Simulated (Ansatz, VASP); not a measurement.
**One calculation of NaCl, two programs**

Contents of INCAR:

```
ALGO = Normal
EDIFF = 1E-6
ENCUT = 500
GGA = PS
GGA_COMPAT = False
ISIF = 2
ISMEAR = -1
LASPH = True
LCHARG = True
LELF = True
LREAL = False
LVHAR = True
LWAVE = False
NBANDS = 14
NELM = 120
PREC = Accurate
SIGMA = 0.05
```

File KPOINTS:

```
k-points
0
Gamma
  7 7 7
```

POSCAR

```
NaCl
1.0
    0.0000000000      2.7940632177      2.7940632177
    2.7940632177      0.0000000000      2.7940632177
    2.7940632177      2.7940632177      0.0000000000
Cl Na
1 1
Direct
    0.5000000000      0.5000000000      0.5000000000
    0.0000000000      0.0000000000      0.0000000000
```

input.yaml

```yaml
crystal:
  lattice:
    - [0.0, 2.7940632177, 2.7940632177]
    - [2.7940632177, 0.0, 2.7940632177]
    - [2.7940632177, 2.7940632177, 0.0]
  atoms:
    - { symbol: Cl, position: [0.5, 0.5, 0.5] }
    - { symbol: Na, position: [0.0, 0.0, 0.0] }
hamiltonian:
  xc: pbesol
  pseudopotentials: { kind: paw }
kpoints:
  mp_grid: { grid: [7, 7, 7] }
scf:
  occupations: { method: fermi_dirac, width: 0.05 }
output:
  forces: true
  stress: true
  eigenvalues: true
```

Alike in both runs: task single point; functional PBEsol; k mesh 7 × 7 × 7; occupations fermi-dirac, width 0.05 eV; no spin polarisation.

```csv
,VASP,Ansatz
version,VASP 6.6.1,Ansatz 0.2.0
potentials or method,"VASP PAW PBE potentials, release 64 (Cl, Na_pv)",Ansatz PAW
plane-wave cutoff (eV),500,420
valence electrons in the cell,14,16
```

```tsv
	VASP	Ansatz	Ansatz less VASP
gap on the k mesh at the Fermi level (eV)	5.03	5.04	+0.004
least direct gap on the mesh (eV)	5.03	5.04	+0.004
pressure (GPa)	0.2	0.2	0.00
```

VASP's potentials were made for PBE, not for PBEsol. VASP's potentials hold 14 valence electrons a cell and Ansatz's 16, so a difference there can come from the potentials and not from the codes.

Noted on Ansatz's run: odd divisions of the mesh miss points on the zone boundary, where band edges often lie, so the gap on the mesh can be too wide.
